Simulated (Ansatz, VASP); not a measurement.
## PbSe in VASP and in Ansatz

```
CELL_PARAMETERS angstrom
2.13555 -6.07893 0.00000
2.13555 6.07893 0.00000
0.00000 0.00000 4.41058
ATOMIC_POSITIONS crystal
Pb 0.63176 0.36824 0.75000
Pb 0.36824 0.63176 0.25000
Se 0.86129 0.13871 0.75000
Se 0.13871 0.86129 0.25000
```

Alike in both runs: task single point; functional r2SCAN; k mesh 6 × 6 × 4; no spin polarisation.

```csv
,VASP,Ansatz
version,VASP 6.6.1,Ansatz 0.2.0
potentials or method,"VASP PAW PBE potentials, release 64 (Pb_d, Se), cutoff 520 eV","plane waves, PAW"
occupations,"gaussian, width 0.01 eV",fixed
valence electrons in the cell,40,60
```

|  | VASP | Ansatz | Ansatz less VASP |
| --- | --- | --- | --- |
| pressure (GPa) | 1.4 | 1.3 | -0.04 |
| traceless stress, the component that is largest in VASP (GPa) | -0.17 | -0.20 | -0.028 |

VASP's potentials were made for PBE, not for r2SCAN. VASP's potentials hold 40 valence electrons a cell and Ansatz's 60, so a difference there can come from the potentials and not from the codes.

Spin-orbit coupling is off throughout.
